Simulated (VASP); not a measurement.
# Eu3Te (Pm-3m) in VASP: notebook

Runs on Eu3Te. Level: PBE. Tasks: single point.

All numbers are computed with VASP 6.6.1; they aren't measurements. Logs are shortened: lines on timing, memory, paths and dates and some standing lists are left out, and cuts for length are marked.

## Step 1: The cell of the first run

The structure is cubic, space group Pm-3m (No. 221). Conventional cell: a = 5.156 Å, b = 5.156 Å, c = 5.156 Å, α = 90.00°, β = 90.00°, γ = 90.00°. Eu (site symmetry 4/mmm) has 8 Eu at 3.65 Å and 4 Te at 3.65 Å within 4.8 Å. Within 4.8 Å of Te (site symmetry m-3m) lie 12 Eu at 3.65 Å.

## Step 2: Single point, PBE, collinear spin, ferromagnetic start

File INCAR:

```
PREC = Accurate
ENCUT = 520
EDIFF = 1E-6
ISMEAR = -1
SIGMA = 0.1
LREAL = False
LASPH = True
NELM = 150
ALGO = Normal
ISIF = 2
LWAVE = False
LCHARG = False
ISPIN = 2
MAGMOM = 7 7 7 0
LORBIT = 11
LMAXMIX = 6
GGA = PE
NBANDS = 40
```

File KPOINTS:

```
regular mesh
0
Gamma
  5 5 5
```

File POSCAR:

```
Eu3Te
1.0
    5.1558590000      0.0000000000      0.0000000000
    0.0000000000      5.1558590000      0.0000000000
    0.0000000000      0.0000000000      5.1558590000
Eu Te
3 1
Direct
    0.5000000000      0.5000000000      0.0000000000
    0.5000000000      0.0000000000      0.5000000000
    0.0000000000      0.5000000000      0.5000000000
    0.0000000000      0.0000000000      0.0000000000
```

Potentials or basis: VASP PAW PBE potentials, release 64 (Eu, Te).

The run is started by

```
cat potpaw_PBE.64/Eu/POTCAR potpaw_PBE.64/Te/POTCAR > POTCAR
mpirun -np 1 vasp_std > vasp.out
```

OUTCAR:

```text
PREC = Accurate
   ENCUT = 520
   EDIFF = 1E-6
   ISMEAR = -1
   LREAL = False
   LASPH = True
   NELM = 150
   ISIF = 2
   ISPIN = 2
   LORBIT = 11
   GGA = PE

 ion  position               nearest neighbor table
   1  0.500  0.500  0.000-
   2  0.500  0.000  0.500-
   3  0.000  0.500  0.500-
   4  0.000  0.000  0.000-

  LATTYP: Found a simple cubic cell.
 ALAT       =     5.1558590000

  Lattice vectors:

 A1 = (   5.1558590000,   0.0000000000,   0.0000000000)
 A2 = (   0.0000000000,   5.1558590000,   0.0000000000)
 A3 = (   0.0000000000,   0.0000000000,   5.1558590000)

Analysis of symmetry for initial positions (statically):
=====================================================================
 Subroutine PRICEL returns:
 Original cell was already a primitive cell.

 Routine SETGRP: Setting up the symmetry group for a
 simple cubic supercell.

 Subroutine GETGRP returns: Found 48 space group operations
 (whereof 48 operations were pure point group operations)
 out of a pool of 48 trial point group operations.

The static configuration has the point symmetry O_h .

Analysis of symmetry for dynamics (positions and initial velocities):
=====================================================================
 Subroutine PRICEL returns:
 Original cell was already a primitive cell.

 Routine SETGRP: Setting up the symmetry group for a
 simple cubic supercell.

 Subroutine GETGRP returns: Found 48 space group operations
 (whereof 48 operations were pure point group operations)
 out of a pool of 48 trial point group operations.

The dynamic configuration has the point symmetry O_h .

Analysis of structural, dynamic, and magnetic symmetry:
=====================================================================
 Subroutine PRICEL returns:
 Original cell was already a primitive cell.

 Routine SETGRP: Setting up the symmetry group for a
 simple cubic supercell.

 Subroutine GETGRP returns: Found 48 space group operations
 (whereof 48 operations were pure point group operations)
 out of a pool of 48 trial point group operations.

The overall configuration has the point symmetry O_h .

 Subroutine INISYM returns: Found 48 space group operations
 (whereof 48 operations are pure point group operations),
[... 109 lines left out ...]
   LORBIT       =     11    0 simple, 1 ext, 2 COOP (PROOUT), +10 PAW based schemes
   GGA     = PE    functional components
   LHFCALC =     F    Hartree Fock is set to
   AEXX    =    0.0000 exact exchange contribution
   IVDW    =     0    specifies the selected vdW correction
   LEPSILON=     F    determine dielectric tensor
   LRPA    =     F    only Hartree local field effects (RPA)
 spin polarized calculation
  energy-cutoff  :      520.00
  volume of cell :      137.06
 maximum number of plane-waves:      3743
 NGX is ok and might be reduce to    40
   NGX = 19   NGY = 19   NGZ = 19

 number of electron      57.0000013 magnetization      22.4315568

 Free energy of the ion-electron system (eV)
  ---------------------------------------------------
  ext. energy  EPLUGINS =         0.00000000
  ---------------------------------------------------
  free energy    TOTEN  =       -39.94758062 eV

  energy without entropy =      -39.84757688  energy(sigma->0) =      -39.89757875

 E-fermi :   4.2717     XC(G=0):  -9.5015

 val. band max:        4.2489296902   @ k =   0.2000   0.2000   0.0000
 cond. band min:       4.3493654743   @ k =   0.4000   0.4000   0.0000
 fundamental gap:      0.1004357841
 Fermi energy:         4.2716527371

 spin component 1

 k-point     1 :       0.0000    0.0000    0.0000
  band No.  band energies     occupation
      1     -37.5894      1.00000
      2     -37.5102      1.00000
      3     -37.5102      1.00000
      4     -16.6481      1.00000
      5     -16.6481      1.00000
      6     -16.6481      1.00000
[... 419 lines left out ...]
     39       3.7181      0.99607
     40       3.7181      0.99607
 Fermi energy:         4.2716527371

 spin component 2

 k-point     1 :       0.0000    0.0000    0.0000
  band No.  band energies     occupation
      1     -34.4280      1.00000
      2     -34.3308      1.00000
      3     -34.3308      1.00000
      4     -14.3406      1.00000
      5     -14.3406      1.00000
      6     -14.3406      1.00000
[... 419 lines left out ...]
     39       8.4399      0.00000
     40       8.4730      0.00000

------------------------ aborting loop because EDIFF is reached ----------------------------------------

  FORCE on cell =-STRESS in cart. coord.  units (eV):
  Direction    XX          YY          ZZ          XY          YZ          ZX
  --------------------------------------------------------------------------------------
  -------------------------------------------------------------------------------------
  Total       -0.9451983     -0.9451983     -0.9451983     -0.0000000      0.0000000     -0.0000000
  in kB      -11.0491895    -11.0491895    -11.0491895     -0.0000000      0.0000000     -0.0000000
  external PRESSURE =     -11.0491895 kB  Pullay stress =       0.0000000 kB

 VOLUME and BASIS-vectors are now :
 -----------------------------------------------------------------------------
  energy-cutoff  :      520.00
  volume of cell :      137.06
      direct lattice vectors                 reciprocal lattice vectors
     5.155859000  0.000000000  0.000000000     0.193954102  0.000000000  0.000000000
     0.000000000  5.155859000  0.000000000     0.000000000  0.193954102  0.000000000
     0.000000000  0.000000000  5.155859000     0.000000000  0.000000000  0.193954102

 POSITION                                       TOTAL-FORCE (eV/Angst)
 -----------------------------------------------------------------------------------
      2.57793      2.57793      0.00000         0.000000      0.000000      0.000000
      2.57793      0.00000      2.57793         0.000000      0.000000      0.000000
      0.00000      2.57793      2.57793         0.000000      0.000000      0.000000
      0.00000      0.00000      0.00000         0.000000      0.000000      0.000000
 -----------------------------------------------------------------------------------
    total drift:                                0.000000     -0.000000     -0.000000

  FREE ENERGIE OF THE ION-ELECTRON SYSTEM (eV)
  ---------------------------------------------------
  free  energy   TOTEN  =       -39.9475806171 eV

  energy  without entropy=      -39.8475768754  energy(sigma->0) =      -39.89757875

 total charge

# of ion       s       p       d       f       tot
--------------------------------------------------
    1        2.074   5.704   0.389   6.628  14.794
    2        2.074   5.704   0.389   6.628  14.794
    3        2.074   5.704   0.389   6.628  14.794
    4        1.345   1.966   0.033   0.000   3.344
--------------------------------------------------
tot          7.566  19.077   1.200  19.883  47.727

 magnetization (x)

# of ion       s       p       d       f       tot
--------------------------------------------------
    1        0.012  -0.099   0.224   6.619   6.756
    2        0.012  -0.099   0.224   6.619   6.756
    3        0.012  -0.099   0.224   6.619   6.756
    4       -0.000  -0.094   0.017   0.000  -0.077
--------------------------------------------------
tot          0.034  -0.391   0.690  19.858  20.191
```

OSZICAR:

```text
N       E                     dE             d eps       ncg     rms          rms(c)
DAV:   1     0.581847563215E+03    0.58185E+03   -0.18793E+04  2088   0.594E+03
DAV:   2     0.166810456913E+03   -0.41504E+03   -0.35260E+03  2408   0.572E+02
DAV:   3    -0.172692042443E+01   -0.16854E+03   -0.16296E+03  2592   0.329E+02
[... 12 lines left out ...]
DAV: 106    -0.399475752391E+02   -0.11097E-05   -0.10602E-05  1240   0.197E-02    0.798E-02
DAV: 107    -0.399475764019E+02   -0.11628E-05   -0.11150E-05  1144   0.123E-02    0.796E-02
DAV: 108    -0.399475778793E+02   -0.14774E-05   -0.10820E-05  1136   0.108E-02    0.768E-02
DAV: 109    -0.399475788690E+02   -0.98970E-06   -0.10713E-05  1136   0.107E-02    0.793E-02
DAV: 110    -0.399475798956E+02   -0.10266E-05   -0.99876E-06  1136   0.784E-03    0.780E-02
DAV: 111    -0.399475806171E+02   -0.72149E-06   -0.94859E-06  1136   0.937E-03
   1 F= -.39947581E+02 E0= -.39897579E+02  d E =-.100004E+00  mag=    22.4316
```

Wall time 6.2 min (1 thread of Intel Xeon 6975P-C (Granite Rapids), shared host); peak memory 0.34 GiB.

What came out:

* Free energy: -39.9476 eV
* Pressure: -1.1 GPa
* Net moment: 22.43 μB per cell
* Site moments: Eu +6.76; Te -0.08 μB
* Valence electrons inside the program's atomic spheres: Eu 14.79; Te 3.34

Caveat: the highest band is partly filled, so the run has too few bands; spin-orbit coupling is left out, which moves the levels of the heavy elements; semilocal functionals describe open f shells poorly, which spoils levels, moments and volumes. The state reached can hang on the start; a lower one may exist.

## Step 3: Single point, PBE, collinear spin, ferromagnetic start

File INCAR:

```
SYSTEM = Eu3Te
  PREC = Accurate
  ENCUT = 520
  EDIFF = 1E-6
  ISMEAR = -1
  SIGMA = 0.1
  LREAL = .False.
  LASPH = .True.
  NELM = 150
  ALGO = Normal
  ISIF = 2
  LWAVE = .False.
  LCHARG = .True.
  ISPIN = 2
  MAGMOM = 7 7 7 0
  LORBIT = 11
  LMAXMIX = 6
  GGA = PE
  LELF = .True.
  LVHAR = .True.
  NBANDS = 40
```

File KPOINTS:

```
Automatic mesh
0
Gamma
  5 5 5
  0 0 0
```

POSCAR is that of step 2.

Potentials or basis: VASP PAW PBE potentials, release 64 (Eu, Te).

The run is started by

```
cat potpaw_PBE.64/Eu/POTCAR potpaw_PBE.64/Te/POTCAR > POTCAR
mpirun -np 1 vasp_std > vasp.out
```

OUTCAR:

```text
SYSTEM = Eu3Te
   PREC = Accurate
   ENCUT = 520
   EDIFF = 1E-6
   ISMEAR = -1
   LREAL = .False.
   LASPH = .True.
   NELM = 150
   ISIF = 2
   ISPIN = 2
   LORBIT = 11
   GGA = PE

 ion  position               nearest neighbor table
   1  0.500  0.500  0.000-
   2  0.500  0.000  0.500-
   3  0.000  0.500  0.500-
   4  0.000  0.000  0.000-

  LATTYP: Found a simple cubic cell.
 ALAT       =     5.1558590000

  Lattice vectors:

 A1 = (   5.1558590000,   0.0000000000,   0.0000000000)
 A2 = (   0.0000000000,   5.1558590000,   0.0000000000)
 A3 = (   0.0000000000,   0.0000000000,   5.1558590000)

[... 1065 lines left out ...]
     0.000000000  5.155859000  0.000000000     0.000000000  0.193954102  0.000000000
     0.000000000  0.000000000  5.155859000     0.000000000  0.000000000  0.193954102

 POSITION                                       TOTAL-FORCE (eV/Angst)
 -----------------------------------------------------------------------------------
      2.57793      2.57793      0.00000         0.000000      0.000000      0.000000
      2.57793      0.00000      2.57793         0.000000      0.000000      0.000000
      0.00000      2.57793      2.57793         0.000000      0.000000      0.000000
      0.00000      0.00000      0.00000         0.000000      0.000000      0.000000
 -----------------------------------------------------------------------------------
    total drift:                                0.000000     -0.000000     -0.000000

  FREE ENERGIE OF THE ION-ELECTRON SYSTEM (eV)
  ---------------------------------------------------
  free  energy   TOTEN  =       -39.9475806171 eV

  energy  without entropy=      -39.8475768754  energy(sigma->0) =      -39.89757875

 total charge

# of ion       s       p       d       f       tot
--------------------------------------------------
    1        2.074   5.704   0.389   6.628  14.794
    2        2.074   5.704   0.389   6.628  14.794
    3        2.074   5.704   0.389   6.628  14.794
    4        1.345   1.966   0.033   0.000   3.344
--------------------------------------------------
tot          7.566  19.077   1.200  19.883  47.727

 magnetization (x)

# of ion       s       p       d       f       tot
--------------------------------------------------
    1        0.012  -0.099   0.224   6.619   6.756
    2        0.012  -0.099   0.224   6.619   6.756
    3        0.012  -0.099   0.224   6.619   6.756
    4       -0.000  -0.094   0.017   0.000  -0.077
--------------------------------------------------
tot          0.034  -0.391   0.690  19.858  20.191
```

It took 6.5 min on 1 thread of Intel Xeon 6975P-C (Granite Rapids), shared host; peak memory 0.35 GiB.

Results:

* Free energy: -39.9476 eV
* Pressure: -1.1 GPa
* Net moment: 22.43 μB per cell
* Site moments: Eu +6.76; Te -0.08 μB
* Valence electrons inside the program's atomic spheres: Eu 14.79; Te 3.34

Levels at points of the mesh, in eV from the Fermi level:
Spin up:
```tsv
k point	band 37	band 38	band 39	band 40
(0.00, 0.00, 0.00)	-0.61	-0.60	-0.60	-0.60
```
Spin down:
```tsv
k point	band 13	band 14	band 15	band 16	band 17	band 18	band 19	band 20	band 21	band 22
(0.00, 0.00, 0.00)	-11.98	-2.97	-2.97	-2.97	-2.48	-0.62	-0.62	0.36	0.36	0.36
```

Caveat: the highest band is partly filled, so the run has too few bands; spin-orbit coupling is left out, which moves the levels of the heavy elements; semilocal functionals describe open f shells poorly, which spoils levels, moments and volumes.
